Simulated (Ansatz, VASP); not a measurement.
## Two plane-wave programs on ReAs3Os2

```xyz
6
Lattice="4.3266 0.0000 0.0000 -2.1633 3.7469 0.0000 0.0000 0.0000 5.4635" Properties=species:S:1:pos:R:3 pbc="T T T"
Re    0.0000    0.0000    0.0000
As    0.0000    2.4980    0.9033
As    2.1633    1.2490    4.5602
As    0.0000    0.0000    2.7317
Os    0.0000    2.4980    3.6316
Os    2.1633    1.2490    1.8319
```

Change from the starting cell: species swapped into the CaSm2S3 type (P-3m1, No. 164).

Alike in both runs: functional PBE; k mesh 6 × 6 × 2; occupations gaussian, width 0.1 eV; no spin polarisation.

Ansatz relaxed the structure, and its values are those at the end. VASP's run is a single point on that final structure, the one shown.

```csv
,VASP,Ansatz
version,VASP 6.6.1,Ansatz 0.2.0
potentials or method,"VASP PAW PBE potentials, release 64 (Re, As, Os), cutoff 520 eV","scalar-relativistic, plane waves, PAW"
valence electrons in the cell,38,92
```

|  | VASP | Ansatz | Ansatz less VASP |
| --- | --- | --- | --- |
| gap on the k mesh at the Fermi level (eV) | none | none | - |
| pressure (GPa) | 0.7 | 0.0 | -0.71 |

A gap of «none» marks a metal or a gap that the smearing closes. VASP's potentials hold 38 valence electrons a cell and Ansatz's 92, so a difference there can come from the potentials and not from the codes.

The k mesh is coarse, so the values compare programs but aren't converged. Spin-orbit coupling is off throughout.
